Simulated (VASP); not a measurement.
# CdS (I4/mmm) in VASP: notebook, part 2 of 2

VASP 6.6.1. The steps go on from the part before.

**3. Single point, HSE06 (uniaxial z strain -0.3%)**

Contents of POSCAR:

```
CdS
1.0
    0.0000000000      2.7267765431      2.7183235359
    2.7267765431      0.0000000000      2.7183235359
    2.7267765431      2.7267765431      0.0000000000
Cd S
1 1
Direct
    0.0000000000      0.0000000000      0.0000000000
    0.5000000000      0.5000000000      0.5000000000
```

Contents of INCAR.step1:

```
ALGO = Normal
EDIFF = 1E-5
ENCUT = 520
GGA = PE
ISIF = 2
ISMEAR = 0
LASPH = T
LREAL = F
LWAVE = T
NBANDS = 16
NELM = 100
PREC = Accurate
SIGMA = 0.01
```

Contents of INCAR.step2:

```
ALGO = Normal
EDIFF = 1E-6
ENCUT = 520
GGA = PE
HFSCREEN = 0.2079
ISIF = 2
ISMEAR = 0
ISTART = 1
LASPH = T
LCHARG = T
LELF = T
LHFCALC = T
LREAL = F
LVHAR = T
LWAVE = F
NBANDS = 16
NELM = 100
PREC = Accurate
PRECFOCK = Normal
SIGMA = 0.01
```

Contents of KPOINTS:

```
k-points
0
Gamma
  6 6 6
```

Potentials or basis: VASP PAW PBE potentials, release 64 (Cd, S).

Command:

```sh
$ cat potpaw_PBE.64/Cd/POTCAR potpaw_PBE.64/S/POTCAR > POTCAR
$ cp INCAR.step1 INCAR
$ mpirun -np 1 vasp_std > vasp.out
$ cp INCAR.step2 INCAR
$ mpirun -np 1 vasp_std > vasp.out
```

OUTCAR:

```text
EDIFF = 1E-6
   ENCUT = 520
   GGA = PE
   HFSCREEN = 0.2079
   ISIF = 2
   ISMEAR = 0
   ISTART = 1
   LASPH = T
   LHFCALC = T
   LREAL = F
   NELM = 100
   PREC = Accurate
   PRECFOCK = Normal

 ion  position               nearest neighbor table
   1  0.000  0.000  0.000-   2 2.72   2 2.72   2 2.73   2 2.73   2 2.73   2 2.73
   2  0.500  0.500  0.500-   1 2.72   1 2.72   1 2.73   1 2.73   1 2.73   1 2.73

  LATTYP: Found a body centered tetragonal cell.
 ALAT       =     3.8562443688
 C/A-ratio  =     1.4098295004

  Lattice vectors:

 A1 = (   0.0000000000,  -2.7267765431,  -2.7183235359)
 A2 = (   0.0000000000,   2.7267765431,  -2.7183235359)
 A3 = (   2.7267765431,   0.0000000000,   2.7183235359)

Analysis of symmetry for initial positions (statically):
=====================================================================
 Subroutine PRICEL returns:
 Original cell was already a primitive cell.

 Routine SETGRP: Setting up the symmetry group for a
 body centered tetragonal supercell.

 Subroutine GETGRP returns: Found 16 space group operations
 (whereof 16 operations were pure point group operations)
 out of a pool of 16 trial point group operations.

The static configuration has the point symmetry D_4h.

Analysis of symmetry for dynamics (positions and initial velocities):
=====================================================================
 Subroutine PRICEL returns:
 Original cell was already a primitive cell.

 Routine SETGRP: Setting up the symmetry group for a
 body centered tetragonal supercell.

 Subroutine GETGRP returns: Found 16 space group operations
 (whereof 16 operations were pure point group operations)
 out of a pool of 16 trial point group operations.

The dynamic configuration has the point symmetry D_4h.

 Subroutine INISYM returns: Found 16 space group operations
 (whereof 16 operations are pure point group operations),
 and found     1 'primitive' translations

----------------------------------------------------------------------------------------

                                     Primitive cell

  volume of cell :      40.4232

  direct lattice vectors                    reciprocal lattice vectors
     0.000000000  2.726776543  2.718323536    -0.183366694  0.183366694  0.183936898
     2.726776543  0.000000000  2.718323536     0.183366694 -0.183366694  0.183936898
     2.726776543  2.726776543  0.000000000     0.183366694  0.183366694 -0.183936898

  length of vectors
     3.850271830  3.850271830  3.856244369     0.317929979  0.317929979  0.317929979

  position of ions in fractional coordinates (direct lattice)
     0.000000000  0.000000000  0.000000000
     0.500000000  0.500000000  0.500000000

  ion indices of the primitive-cell ions
   primitive index   ion index
                 1           1
                 2           2

----------------------------------------------------------------------------------------

 KPOINTS: k-points

[... 26 lines left out ...]
  0.333333 -0.000000  0.000000      8.000000
  0.500000  0.000000  0.000000      4.000000
  0.166667  0.166667  0.000000      2.000000
  0.333333  0.166667  0.000000      8.000000
[... 16 lines left out ...]
  0.333333  0.000000  0.333333      4.000000
  0.500000  0.000000  0.333333     16.000000
 [... further k-points ...]
   k-points           NKPTS =     30   k-points in BZ     NKDIM =    216   number of bands    NBANDS=     16
   number of dos      NEDOS =    301   number of ions     NIONS =      2
   total plane-waves  NPLWV =  27000
   dimension x,y,z NGX =    30 NGY =   30 NGZ =   30
   dimension x,y,z NGXF=    60 NGYF=   60 NGZF=   60
   ions per type =               1   1
   NGX,Y,Z   is equivalent  to a cutoff of  12.95, 12.95, 12.93 a.u.
   NGXF,Y,Z  is equivalent  to a cutoff of  25.91, 25.91, 25.87 a.u.
 SYSTEM =  unknown system
   PREC   = accura    normal or accurate (medium, high low for compatibility)
   ISTART =      1    job   : 0-new  1-cont  2-samecut
   ICHARG =      0    charge: 1-file 2-atom 10-const
   ISPIN  =      1    spin polarized calculation?
   LNONCOLLINEAR =      F non collinear calculations
   LSORBIT =      F    spin-orbit coupling
   LASPH  =      T    aspherical Exc in radial PAW
   ENCUT  =  520.0 eV  38.22 Ry    6.18 a.u.   7.16  7.16  7.17*2*pi/ulx,y,z
   NELM   =    100;   NELMIN=  2; NELMDL=  0     # of ELM steps
   EDIFF  = 0.1E-05   stopping-criterion for ELM
   LREAL  =      F    real-space projection
   EDIFFG = 0.1E-04   stopping-criterion for IOM
   NSW    =      0    number of steps for IOM
   IBRION =     -1    ionic relax: 0-MD 1-quasi-New 2-CG
   NFREE  =      0    steps in history (QN), initial steepest desc. (CG)
   ISIF   =      2    stress and relaxation
   ISYM   =      3    0-nonsym 1-usesym 2-fastsym
   POTIM  = 0.5000    time-step for ionic-motion
   TEBEG  =    0.0;   TEEND  =   0.0 temperature during run
   PSTRESS=    0.0 pullay stress
   NELECT =      18.0000    total number of electrons
   NUPDOWN=      -1.0000    fix difference up-down
   EMIN   =  10.00;   EMAX   =-10.00  energy-range for DOS
   EFERMI =   0.00;   METHOD = LEGACY
   ISMEAR =     0;   SIGMA  =   0.01  broadening in eV -4-tet -1-fermi 0-gaus
   EFERMI_NEDOS =   21; number of points for ismear=-14 and -15
   IALGO  =     38    algorithm
   IMIX   =      1    mixing-type and parameters
     AMIX     =   0.40;   BMIX     =  1.00
     AMIX_MAG =   1.60;   BMIX_MAG =  1.00
  volume/ion in A,a.u.               =      20.21       136.39
  Fermi-wavevector in a.u.,A,eV,Ry     =   1.250131  2.362405 21.263565  1.562828
  Thomas-Fermi vector in A             =   2.384140
   LORBIT       =      0    0 simple, 1 ext, 2 COOP (PROOUT), +10 PAW based schemes
   GGA     = PE    functional components
   LHFCALC =     T    Hartree Fock is set to
   PRECFOCK=normal    Normal, Fast or Accurate (Low or Medium for compatibility)
   ENCUT4O =  -1.0   cutoff for four orbital integrals eV
   NKREDX  =     1    reduce k-point grid by
   NKREDY  =     1    reduce k-point grid by
   NKREDZ  =     1    reduce k-point grid by
   AEXX    =    0.2500 exact exchange contribution
   HFSCREEN=    0.2079 screening length (either q_TF or 0.3 A-1)
   HFSCREENC=   0.2079 screening length for correlation (either q_TF or 0.3 A-1)
   ENCUTFOCK=  -1.0 apply spherical cutoff to Coloumb kernel
   IVDW    =     0    specifies the selected vdW correction
   LEPSILON=     F    determine dielectric tensor
   LRPA    =     F    only Hartree local field effects (RPA)
 non-spin polarized calculation
 Gauss-broadening in eV      SIGMA  =   0.01
  energy-cutoff  :      520.00
  volume of cell :       40.42
 maximum number of plane-waves:      1107
 NGX is ok and might be reduce to    30
  NGX = 24; NGY = 24; NGZ = 24

 number of electron      18.0000003 magnetization

 Free energy of the ion-electron system (eV)
  ---------------------------------------------------
  ext. energy  EPLUGINS =         0.00000000
  ---------------------------------------------------
  free energy    TOTEN  =        -7.34951882 eV

  energy without entropy =       -7.34951882  energy(sigma->0) =       -7.34951882

 E-fermi :   2.5055     XC(G=0):  -8.6380

 val. band max:        2.4078683114   @ k =   0.5000   0.0000   0.0000
 cond. band min:       3.6158040283   @ k =   0.5000   0.5000   0.0000
 fundamental gap:      1.2079357169
 Fermi energy:         2.5055467128

 k-point     1 :       0.0000    0.0000    0.0000
  band No.  band energies     occupation
      1     -11.7378      2.00000
      2      -6.4523      2.00000
      3      -6.4518      2.00000
      4      -6.4268      2.00000
      5      -6.4268      2.00000
      6      -6.4229      2.00000
[... 433 lines left out ...]
      3      -6.4521      2.00000
      4      -6.2532      2.00000
      5      -6.1774      2.00000
      6      -5.7780      2.00000
[... 8 lines left out ...]
     15      17.9544      0.00000
     16      19.1661      0.00000

 [... further k-points ...]

------------------------ aborting loop because EDIFF is reached ----------------------------------------

  FORCE on cell =-STRESS in cart. coord.  units (eV):
  Direction    XX          YY          ZZ          XY          YZ          ZX
  --------------------------------------------------------------------------------------
  -------------------------------------------------------------------------------------
  Total        0.1422439      0.1422439      0.2071455      0.0000000     -0.0000000      0.0000000
  in kB        5.6378557      5.6378557      8.2102412      0.0000000     -0.0000000      0.0000000
  external PRESSURE =       6.4953175 kB  Pullay stress =       0.0000000 kB

 VOLUME and BASIS-vectors are now :
 -----------------------------------------------------------------------------
  energy-cutoff  :      520.00
  volume of cell :       40.42
      direct lattice vectors                 reciprocal lattice vectors
     0.000000000  2.726776543  2.718323536    -0.183366694  0.183366694  0.183936898
     2.726776543  0.000000000  2.718323536     0.183366694 -0.183366694  0.183936898
     2.726776543  2.726776543  0.000000000     0.183366694  0.183366694 -0.183936898

 POSITION                                       TOTAL-FORCE (eV/Angst)
 -----------------------------------------------------------------------------------
      0.00000      0.00000      0.00000         0.000000     -0.000000     -0.000000
      2.72678      2.72678      2.71832         0.000000      0.000000      0.000000
 -----------------------------------------------------------------------------------
    total drift:                               -0.000000     -0.000000      0.000000

  FREE ENERGIE OF THE ION-ELECTRON SYSTEM (eV)
  ---------------------------------------------------
  free  energy   TOTEN  =        -7.3495188176 eV

  energy  without entropy=       -7.3495188176  energy(sigma->0) =       -7.34951882
```

OUTCAR.step1:

```text
EDIFF = 1E-5
   ENCUT = 520
   GGA = PE
   ISIF = 2
   ISMEAR = 0
[... 679 lines left out ...]
 -----------------------------------------------------------------------------------
      0.00000      0.00000      0.00000         0.000000     -0.000000      0.000000
      2.72678      2.72678      2.71832        -0.000000      0.000000     -0.000000
 -----------------------------------------------------------------------------------
    total drift:                               -0.000000      0.000000      0.000000

  FREE ENERGIE OF THE ION-ELECTRON SYSTEM (eV)
  ---------------------------------------------------
  free  energy   TOTEN  =        -5.8605584713 eV

  energy  without entropy=       -5.8605584713  energy(sigma->0) =       -5.86055847
```

OSZICAR.step1:

```text
N       E                     dE             d eps       ncg     rms          rms(c)
DAV:   1     0.108870127956E+03    0.10887E+03   -0.92912E+03   992   0.106E+03
DAV:   2    -0.263099049633E+01   -0.11150E+03   -0.10433E+03  1152   0.258E+02
DAV:   3    -0.642062007010E+01   -0.37896E+01   -0.37824E+01  1224   0.494E+01
DAV:   4    -0.643759921760E+01   -0.16979E-01   -0.16978E-01  1112   0.334E+00
DAV:   5    -0.643775480502E+01   -0.15559E-03   -0.15559E-03  1248   0.310E-01    0.770E+00
DAV:   6    -0.588773713950E+01    0.55002E+00   -0.85060E-01  1288   0.116E+01    0.643E+00
DAV:   7    -0.586142730243E+01    0.26310E-01   -0.17168E-01  1216   0.298E+00    0.332E+00
DAV:   8    -0.586067627340E+01    0.75103E-03   -0.18529E-02  1072   0.169E+00    0.314E-01
DAV:   9    -0.586049169297E+01    0.18458E-03   -0.15375E-03  1240   0.567E-01    0.664E-02
DAV:  10    -0.586053712124E+01   -0.45428E-04   -0.18156E-04  1080   0.140E-01    0.552E-02
DAV:  11    -0.586056244438E+01   -0.25323E-04   -0.38564E-05  1160   0.675E-02    0.153E-02
DAV:  12    -0.586055847130E+01    0.39731E-05   -0.11741E-05   848   0.453E-02
   1 F= -.58605585E+01 E0= -.58605585E+01  d E =-.177753E-13
```

Run time: 78 min. Hardware: 1 thread of Oxide Virtual Turin-like, shared host; peak memory 0.26 GiB.

What came out:

| Item | Value |
| --- | --- |
| Free energy | -7.3495 eV |
| Pressure | 0.6 GPa |
| Band gap on the k mesh | 1.21 eV (least direct gap 2.76 eV) |

Stress tensor (GPa, compression positive):
```
0.56 0.00 0.00
0.00 0.56 0.00
0.00 0.00 0.82
```

Levels at points of the mesh, in eV from the valence-band top:
```csv
k point,band 7,band 8,band 9,band 10,band 11,band 12
"(0.00, 0.00, 0.00)",-0.79,-0.77,-0.77,2.00,10.36,10.36
"(0.50, 0.00, 0.00)",-5.32,-0.02,0.00,4.43,6.99,7.02
"(0.50, 0.50, 0.00)",-4.67,-2.34,-2.34,1.21,6.90,11.41
"(0.50, 0.00, 0.50)",-4.67,-2.34,-2.31,1.22,6.92,11.38
```

Caveat: the cell differs from its parent crystal (uniaxial z strain -0.3%); the PAW data sets were made with another functional, which shifts forces and pressure a little.
